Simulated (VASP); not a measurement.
Set up this calculation in VASP 6.6.1, as the native input.

```
Task                   : single point
Functional             : PBE
Potentials or basis    : VASP PAW PBE potentials, release 64 (Ga_d, N)
Cutoff                 : 520 eV
k mesh                 : 8 × 8 × 8
Occupations            : fermi-dirac, width 0.1 eV
Spin                   : no spin polarisation
Dipole correction      : no
Further INCAR settings : ALGO = Normal; EDIFF = 1e-06; NBANDS = 16
```

The structure of GaN lies in POSCAR:

```
GaN
1.0
    0.0000000000      2.2498216277      2.2498216277
    2.2498216277      0.0000000000      2.2498216277
    2.2498216277      2.2498216277      0.0000000000
Ga N
1 1
Direct
    0.0000000000      0.0000000000      0.0000000000
    0.7500000000      0.7500000000      0.7500000000
```

The input as run:

INCAR

```
  PREC = Accurate
  ENCUT = 520
  EDIFF = 1E-6
  ISMEAR = -1
  SIGMA = 0.1
  LREAL = F
  LASPH = T
  NELM = 60
  ALGO = Normal
  ISIF = 2
  LWAVE = F
  LCHARG = T
  GGA = PE
  LELF = T
  LVHAR = T
  NBANDS = 16
```

KPOINTS

```
regular mesh
0
Gamma
  8 8 8
```

Potentials or basis: VASP PAW PBE potentials, release 64 (Ga_d, N).

Command:

```sh
$ cat potpaw_PBE.64/Ga_d/POTCAR potpaw_PBE.64/N/POTCAR > POTCAR
$ mpirun -np 1 vasp_std > vasp.out
```

Results of the run:

- Pressure: 6.0 GPa
- Band gap on the k mesh: 1.76 eV, direct

It took 9.8 s on 1 thread of AMD EPYC 7R13 Processor (Zen 3) (shared host), peak memory 0.11 GiB.
